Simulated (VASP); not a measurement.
A run of VASP 6.6.1:

The input INCAR:

```
PREC = Accurate
ENCUT = 520
EDIFF = 1E-6
ISMEAR = -1
SIGMA = 0.1
LREAL = F
LASPH = T
NELM = 60
ALGO = Normal
ISIF = 2
LWAVE = F
LCHARG = F
GGA = B5
ALDAX = 1.0
AGGAX = 1.0
AGGAC = 1.0
ALDAC = 0.0
NBANDS = 28
```

The input KPOINTS:

```
Automatic mesh
0
Gamma
  11 11 3
```

File POSCAR:

```
Ca
1.0
    4.0701939791      0.0000000000      0.0000000000
   -2.0350969895      3.5248913842      0.0000000000
    0.0000000000      0.0000000000     13.3382197536
Ca
4
Direct
    0.0000000000      1.0000000000      0.0000000000
    0.0000000000      1.0000000000      0.5000000000
    0.3333333333      0.6666666667      0.2500000000
    0.6666666667      0.3333333333      0.7500000000
```

Potentials or basis: VASP PAW PBE potentials, release 64 (Ca_sv).

Launch:

```sh
$ cat potpaw_PBE.64/Ca_sv/POTCAR > POTCAR
$ mpirun -np 1 vasp_std > vasp.out
```

Hardware: 1 thread of Intel(R) Xeon(R) 6975P-C (Granite Rapids) (shared host).

Question: How long does it take, and how much memory?

Answer: Wall time 96 s on 1 thread of Intel(R) Xeon(R) 6975P-C (Granite Rapids) (shared host), peak memory 0.33 GiB. Counts: scf iterations 13, k points 32.
